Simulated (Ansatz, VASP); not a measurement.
# One calculation of KTaO3, two programs

```
K Ta O
1.0
     3.88859    0.00000    0.00000
     0.00000    3.88859    0.00000
     0.00000    0.00000    3.88859
K Ta O
1 1 3
Direct
  0.50000 0.50000 0.50000
  0.00000 0.00000 0.00000
  0.50000 0.00000 0.00000
  0.00000 0.50000 0.00000
  0.00000 0.00000 0.50000
```

Change from the starting cell: strain -0.025 along x and y, -0.025 along z, atoms carried along.

Alike in both runs: task single point; functional r2SCAN; k mesh 6 × 6 × 6; occupations gaussian, width 0.05 eV; no spin polarisation.

|  | VASP | Ansatz |
| --- | --- | --- |
| version | VASP 6.6.1 | Ansatz 0.2.0 |
| potentials or method | VASP PAW PBE potentials, release 64 (K_sv, Ta_sv_GW, O), cutoff 770 eV | scalar-relativistic, plane waves, PAW |
| valence electrons in the cell | 40 | 40 |

Ansatz gave:

- gap on the k mesh at the Fermi level (eV): 2.82
- least direct gap on the mesh (eV): 3.41
- pressure (GPa): 19.2

Q: Estimate VASP's values.

A: gap on the k mesh at the Fermi level (eV): 2.81; least direct gap on the mesh (eV): 3.41; pressure (GPa): 19.7.

VASP's potentials were made for PBE, not for r2SCAN. With one functional, cell and mesh, what is left measures potentials, basis and numerics.

Neither program's run includes spin-orbit coupling.
